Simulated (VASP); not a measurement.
# Sn2TeAs2 (P6/mmm) in VASP: notebook, part 2 of 2

VASP 6.6.1. The steps go on from the part before.

## Step 4: Single point, PBE

This run uses another cell than the first one, of 28.97 Å³/atom.

INCAR

```
PREC     = Accurate       # precision mode
ENCUT    = 520            # plane-wave cutoff, eV
EDIFF    = 1E-6           # SCF threshold, eV
ISMEAR   = 0              # smearing method
SIGMA    = 0.1            # smearing width, eV
LREAL    = False          # projectors in reciprocal space
LASPH    = True           # aspherical terms in the spheres
NELM     = 60             # most SCF steps
ALGO     = Normal         # electronic algorithm
ISIF     = 2              # what is computed and relaxed
LWAVE    = False          # write WAVECAR
LCHARG   = False          # write CHGCAR
GGA      = PE             # functional
NBANDS   = 30             # bands
```

KPOINTS

```
Automatic mesh
0
Gamma
  12 12 6
```

POSCAR

```
Sn2TeAs2
1.0
    5.3632774284      0.0000000000      0.0000000000
   -2.6816387142      4.6447345005      0.0000000000
    0.0000000000      0.0000000000      5.8142781633
Sn Te As
2 1 2
Direct
    0.3333333333      0.6666666667      0.0000000000
    0.6666666667      0.3333333333      0.0000000000
    0.0000000000      0.0000000000      0.0000000000
    0.3333333333      0.6666666667      0.5000000000
    0.6666666667      0.3333333333      0.5000000000
```

Potentials or basis: VASP PAW PBE potentials, release 64 (Sn_d, Te, As).

Started as:

```
$ cat potpaw_PBE.64/Sn_d/POTCAR potpaw_PBE.64/Te/POTCAR potpaw_PBE.64/As/POTCAR > POTCAR
$ mpirun -np 1 vasp_std > vasp.out
```

OUTCAR:

```text
PREC = Accurate
   ENCUT = 520
   EDIFF = 1E-6
   ISMEAR = 0
   LREAL = False
   LASPH = True
   NELM = 60
   ISIF = 2
   GGA = PE

 ion  position               nearest neighbor table
   1  0.333  0.667  0.000-   4 2.91   4 2.91   2 3.10   3 3.10   2 3.10   3 3.10   3 3.10   2 3.10

   2  0.667  0.333  0.000-   5 2.91   5 2.91   1 3.10   3 3.10   1 3.10   3 3.10   3 3.10   1 3.10

   3  0.000  0.000  0.000-   1 3.10   2 3.10   1 3.10   2 3.10   2 3.10   1 3.10
   4  0.333  0.667  0.500-   1 2.91   1 2.91
   5  0.667  0.333  0.500-   2 2.91   2 2.91

  LATTYP: Found a hexagonal cell.
 ALAT       =     5.3632774284
 C/A-ratio  =     1.0840905101

  Lattice vectors:

 A1 = (   5.3632774284,   0.0000000000,   0.0000000000)
 A2 = (  -2.6816387142,   4.6447345005,   0.0000000000)
 A3 = (   0.0000000000,   0.0000000000,   5.8142781633)

Analysis of symmetry for initial positions (statically):
=====================================================================
 Subroutine PRICEL returns:
 Original cell was already a primitive cell.

 Routine SETGRP: Setting up the symmetry group for a
 hexagonal supercell.

 Subroutine GETGRP returns: Found 24 space group operations
 (whereof 24 operations were pure point group operations)
 out of a pool of 24 trial point group operations.

The static configuration has the point symmetry D_6h.

Analysis of symmetry for dynamics (positions and initial velocities):
=====================================================================
 Subroutine PRICEL returns:
 Original cell was already a primitive cell.

 Routine SETGRP: Setting up the symmetry group for a
 hexagonal supercell.

 Subroutine GETGRP returns: Found 24 space group operations
 (whereof 24 operations were pure point group operations)
 out of a pool of 24 trial point group operations.

[... 124 lines left out ...]
   IMIX   =      4    mixing-type and parameters
     AMIX     =   0.40;   BMIX     =  1.00
     AMIX_MAG =   1.60;   BMIX_MAG =  1.00
  volume/ion in A,a.u.               =      28.97       195.49
  Fermi-wavevector in a.u.,A,eV,Ry     =   1.100517  2.079675 16.478527  1.211138
  Thomas-Fermi vector in A             =   2.236929
   LORBIT       =      0    0 simple, 1 ext, 2 COOP (PROOUT), +10 PAW based schemes
   GGA     = PE    functional components
   LHFCALC =     F    Hartree Fock is set to
   AEXX    =    0.0000 exact exchange contribution
   IVDW    =     0    specifies the selected vdW correction
   LEPSILON=     F    determine dielectric tensor
   LRPA    =     F    only Hartree local field effects (RPA)
 non-spin polarized calculation
 Gauss-broadening in eV      SIGMA  =   0.10
  energy-cutoff  :      520.00
  volume of cell :      144.84
 maximum number of plane-waves:      3930
 NGX is ok and might be reduce to    40
   NGX = 19   NGY = 19   NGZ = 21

 number of electron      44.0000011 magnetization

 Free energy of the ion-electron system (eV)
  ---------------------------------------------------
  ext. energy  EPLUGINS =         0.00000000
  ---------------------------------------------------
  free energy    TOTEN  =       -18.74377320 eV

  energy without entropy =      -18.72832640  energy(sigma->0) =      -18.73604980

 E-fermi :   5.2460     XC(G=0):  -9.3710

 val. band max:        5.2427441540   @ k =   0.3333   0.0000   0.5000
 cond. band min:       5.2491295910   @ k =   0.1667   0.1667   0.3333
 fundamental gap:      0.0063854369
 Fermi energy:         5.2460056705

 k-point     1 :       0.0000    0.0000    0.0000
  band No.  band energies     occupation
      1     -16.3077      2.00000
      2     -16.3077      2.00000
      3     -16.3040      2.00000
      4     -16.2424      2.00000
      5     -16.2424      2.00000
      6     -16.2240      2.00000
[... 781 lines left out ...]
     29       9.9632      0.00000
     30      10.6853      0.00000

 [... further k-points ...]

------------------------ aborting loop because EDIFF is reached ----------------------------------------

  FORCE on cell =-STRESS in cart. coord.  units (eV):
  Direction    XX          YY          ZZ          XY          YZ          ZX
  --------------------------------------------------------------------------------------
  -------------------------------------------------------------------------------------
  Total       -0.0018905     -0.0018905     -0.0134644      0.0000000     -0.0000000     -0.0000000
  in kB       -0.0209119     -0.0209119     -0.1489399      0.0000000     -0.0000000     -0.0000000
  external PRESSURE =      -0.0635879 kB  Pullay stress =       0.0000000 kB

 VOLUME and BASIS-vectors are now :
 -----------------------------------------------------------------------------
  energy-cutoff  :      520.00
  volume of cell :      144.84
      direct lattice vectors                 reciprocal lattice vectors
     5.363277428  0.000000000  0.000000000     0.186453155  0.107648779  0.000000000
    -2.681638714  4.644734501  0.000000000     0.000000000  0.215297559  0.000000000
     0.000000000  0.000000000  5.814278163     0.000000000  0.000000000  0.171990395

 POSITION                                       TOTAL-FORCE (eV/Angst)
 -----------------------------------------------------------------------------------
     -0.00000      3.09649      0.00000         0.000000     -0.000000      0.000000
      2.68164      1.54824      0.00000        -0.000000      0.000000      0.000000
      0.00000      0.00000      0.00000        -0.000000      0.000000      0.000000
     -0.00000      3.09649      2.90714         0.000000     -0.000000      0.000000
      2.68164      1.54824      2.90714        -0.000000      0.000000     -0.000000
 -----------------------------------------------------------------------------------
    total drift:                                0.000000     -0.000000      0.000000

  FREE ENERGIE OF THE ION-ELECTRON SYSTEM (eV)
  ---------------------------------------------------
  free  energy   TOTEN  =       -18.7437731971 eV

  energy  without entropy=      -18.7283263968  energy(sigma->0) =      -18.73604980
```

stdout:

```text
POSCAR found type information on POSCAR SnTeAs
 POSCAR found :  3 types and       5 ions
 scaLAPACK will be used
 LDA part: xc-table for (Slater+PW92), standard interpolation
 POSCAR, INCAR and KPOINTS ok, starting setup
 FFT: planning ... GRIDC
 FFT: planning ... GRID_SOFT
 FFT: planning ... GRID
 WAVECAR not read
 entering main loop
```

It took 1.8 min on 1 thread of Intel Xeon 6975P-C (Granite Rapids), shared host; peak memory 0.48 GiB.

What came out:

- Free energy: -18.7438 eV
- Pressure: 0.0 GPa
- Band gap on the k mesh: zero (bands 22 and 23 overlap by 1.76 eV)

Caveat: spin-orbit coupling is left out, which moves the levels of the heavy elements.

## Step 5: Relaxation of cell and atoms, PBE

INCAR

```
ALGO = Normal ; EDIFF = 1E-6
EDIFFG = -0.04 ; ENCUT = 600
GGA = PE ; IBRION = 2
ISIF = 3 ; ISMEAR = 0
LASPH = T ; LCHARG = F
LREAL = F ; LWAVE = F
NELM = 80 ; NSW = 90
PREC = Accurate ; SIGMA = 0.1
```

KPOINTS

```
k-points
0
Gamma
  6 6 4
```

POSCAR

```
Sn2TeAs2
1.0
    5.3118402700      0.0000000000      0.0000000000
   -2.6559201400      4.6001886200      0.0000000000
    0.0000000000      0.0000000000      5.9871673800
Sn Te As
2 1 2
Direct
    0.3333333300      0.6666666700      0.0000000000
    0.6666666700      0.3333333300      0.0000000000
    0.0000000000      0.0000000000      0.0000000000
    0.3333333300      0.6666666700      0.5000000000
    0.6666666700      0.3333333300      0.5000000000
```

Started as:

```
$ cat potpaw_PBE.64/Sn_d/POTCAR potpaw_PBE.64/Te/POTCAR potpaw_PBE.64/As/POTCAR > POTCAR
$ mpirun -np 1 vasp_std > vasp.out
```

Wall time 1.7 min (1 thread of Intel Xeon 6975P-C (Granite Rapids), shared host); peak memory 0.35 GiB.

Results (log left out):

```
Free energy                           : -18.8031 eV
Relaxed volume                        : 29.05 Å³/atom
Relaxed cell                          : a = 5.358 Å, b = 5.358 Å, c = 5.842 Å, α = 90.00°, β = 90.00°, γ = 120.00°
Space group after relaxing (to 0.1 Å) : P6/mmm (No. 191)
Energy gained by relaxing             : 6.8 meV/atom
Ionic steps                           : 4
Pressure after relaxing               : 0.1 GPa
Band gap on the k mesh                : zero (bands 22 and 23 overlap by 1.54 eV)
```

The path:
| step | energy change (eV) | largest force (eV/Å) | pressure (GPa) | volume (Å³) |
| --- | --- | --- | --- | --- |
| 1 | 0.0000 | 0.0000 | 0.06 | 146.30 |
| 2 | -0.0331 | 0.0000 | -0.30 | 146.50 |
| 3 | -0.0332 | 0.0000 | -0.32 | 146.50 |
| 4 | -0.0341 | 0.0000 | 0.07 | 145.27 |

Final structure:
```yaml
crystal:
  lattice:
    - [5.35847, 0.00000, 0.00000]
    - [-2.67924, 4.64057, 0.00000]
    - [0.00000, 0.00000, 5.84195]
  atoms:
    - { symbol: Sn, position: [0.33333, 0.66667, 0.00000] }
    - { symbol: Sn, position: [0.66667, 0.33333, 0.00000] }
    - { symbol: Te, position: [0.00000, 0.00000, 0.00000] }
    - { symbol: As, position: [0.33333, 0.66667, 0.50000] }
    - { symbol: As, position: [0.66667, 0.33333, 0.50000] }
```

Levels at points of the mesh, in eV from the Fermi level:
```
           k point  band 19  band 20  band 21  band 22  band 23  band 24  band 25  band 26
(0.00, 0.00, 0.00)    -3.13    -3.13    -1.74    -0.78    -0.78    -0.48     1.13     1.13
(0.50, 0.00, 0.00)    -2.23    -1.77    -1.26     0.10     1.33     1.83     1.86     2.37
(0.00, 0.00, 0.50)    -2.29    -2.23    -2.12    -2.12    -0.54     0.65     0.65     1.40
(0.50, 0.00, 0.50)    -1.03    -0.30     0.47     0.66     1.20     1.39     1.73     2.19
```

Caveat: spin-orbit coupling is left out, which moves the levels of the heavy elements.

## Step 6: Single point, PBE

This run uses another cell than the first one, of 28.95 Å³/atom.

INCAR

```
SYSTEM = Sn2TeAs2
PREC = Accurate ; ENCUT = 520
EDIFF = 1E-7 ; ISMEAR = 0
SIGMA = 0.1 ; LREAL = .False.
LASPH = .True. ; NELM = 100
ALGO = Normal ; ISIF = 2
LWAVE = .False. ; LCHARG = .True.
GGA = PE ; LELF = .True.
LVHAR = .True. ; NBANDS = 30
```

KPOINTS

```
Automatic mesh
0
Gamma
  12 12 8
  0 0 0
```

POSCAR

```
Sn2TeAs2
1.0
    5.3691738616      0.0000000000      0.0000000000
   -2.6845869308      4.6498409615      0.0000000000
    0.0000000000      0.0000000000      5.7978265464
Sn Te As
2 1 2
Direct
    0.3333333333      0.6666666667      0.0000000000
    0.6666666667      0.3333333333      0.0000000000
    0.0000000000      0.0000000000      0.0000000000
    0.3333333333      0.6666666667      0.5000000000
    0.6666666667      0.3333333333      0.5000000000
```

Potentials or basis: VASP PAW PBE potentials, release 64 (Sn_d, Te, As).

Started as:

```
$ cat potpaw_PBE.64/Sn_d/POTCAR potpaw_PBE.64/Te/POTCAR potpaw_PBE.64/As/POTCAR > POTCAR
$ mpirun -np 1 vasp_std > vasp.out
```

Wall time 2.5 min (1 thread of Intel Xeon 6975P-C (Granite Rapids), shared host); peak memory 0.55 GiB.

Results (log left out):

| Item | Value |
| --- | --- |
| Free energy | -18.7594 eV |
| Pressure | 0.0 GPa |
| Band gap on the k mesh | zero (bands 22 and 23 overlap by 1.79 eV) |

Levels at points of the mesh, in eV from the Fermi level:
| k point | band 18 | band 19 | band 20 | band 21 | band 22 | band 23 | band 24 | band 25 | band 26 | band 27 |
| --- | --- | --- | --- | --- | --- | --- | --- | --- | --- | --- |
| (0.00, 0.00, 0.00) | -3.44 | -3.15 | -3.15 | -1.84 | -0.71 | -0.71 | -0.45 | 1.11 | 1.11 | 5.03 |
| (0.50, 0.00, 0.00) | -3.18 | -2.20 | -1.80 | -1.23 | 0.09 | 1.30 | 1.78 | 1.90 | 2.40 | 3.92 |
| (0.00, 0.00, 0.50) | -2.30 | -2.30 | -2.15 | -2.08 | -2.08 | -0.46 | 0.62 | 0.62 | 1.44 | 2.29 |
| (0.50, 0.00, 0.50) | -2.74 | -1.02 | -0.26 | 0.49 | 0.74 | 1.16 | 1.45 | 1.76 | 2.20 | 2.29 |

Caveat: spin-orbit coupling is left out, which moves the levels of the heavy elements.

## Step 7: Overview

| task | cell | k mesh | cutoff (eV) | gap on the mesh (eV) | pressure (GPa) |
| --- | --- | --- | --- | --- | --- |
| single point | a = 5.312, b = 5.312, c = 5.987 Å, angles 90.0, 90.0, 120.0°, 5 atoms | 6 × 6 × 4 | 520 | none | 0.1 |
| single point | a = 5.375, b = 5.375, c = 5.843 Å, angles 90.0, 90.0, 120.0°, 5 atoms | 6 × 6 × 4 | 520 | none | -0.3 |
| single point | a = 5.363, b = 5.363, c = 5.814 Å, angles 90.0, 90.0, 120.0°, 5 atoms | 12 × 12 × 6 | 520 | none | 0.0 |
| relaxation of cell and atoms | relaxed from a = 5.312, b = 5.312, c = 5.987 Å, angles 90.0, 90.0, 120.0°, 5 atoms | 6 × 6 × 4 | 600 | none | 0.1 |
| single point | a = 5.369, b = 5.369, c = 5.798 Å, angles 90.0, 90.0, 120.0°, 5 atoms | 12 × 12 × 8 | 520 | none | 0.0 |

Alike in all rows: level PBE; potentials or basis VASP PAW PBE potentials, release 64 (Sn_d, Te, As); no spin polarisation; smearing gaussian 0.1 eV.

Caveats: spin-orbit coupling is left out, which moves the levels of the heavy elements.

Total energies depend on the potentials used, so only differences within one code and one set of settings carry meaning.
